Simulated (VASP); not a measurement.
Wanted: the native input for a VASP 6.6.1 run.

| Item | Value |
| --- | --- |
| Task | single point |
| Functional | PBE |
| Potentials or basis | VASP PAW PBE potentials, release 64 (Sb) |
| Cutoff | 520 eV |
| k mesh | 18 × 18 × 18 |
| Occupations | gaussian, width 0.1 eV |
| Spin | no spin polarisation |
| Dipole correction | no |
| Further INCAR settings | ALGO = Normal; EDIFF = 1e-06; NBANDS = 8 |

The structure of Sb lies in POSCAR:

```
Sb
1.0
    3.1093833475      0.0000000000      0.0000000000
    0.0000000000      3.1093833475      0.0000000000
    0.0000000000      0.0000000000      3.1096178798
Sb
1
Direct
    0.5000000000      0.5000000000      0.0000000000
```

These files were run (other wordings do the same):

INCAR

```
ALGO = Normal
EDIFF = 1E-6
ENCUT = 520
GGA = PE
ISIF = 2
ISMEAR = 0
LASPH = True
LCHARG = True
LELF = True
LREAL = False
LVHAR = True
LWAVE = False
NBANDS = 8
NELM = 100
PREC = Accurate
SIGMA = 0.1
```

KPOINTS

```
k-points
0
Gamma
  18 18 18
```

Potentials or basis: VASP PAW PBE potentials, release 64 (Sb).

Command:

```sh
$ cat potpaw_PBE.64/Sb/POTCAR > POTCAR
$ mpirun -np 1 vasp_std > vasp.out
```

It gave:

* Pressure: 0.0 GPa

Run time: 43 s on 1 thread of Intel(R) Xeon(R) Platinum 8488C (Sapphire Rapids), with other jobs on the host, peak memory 0.25 GiB.
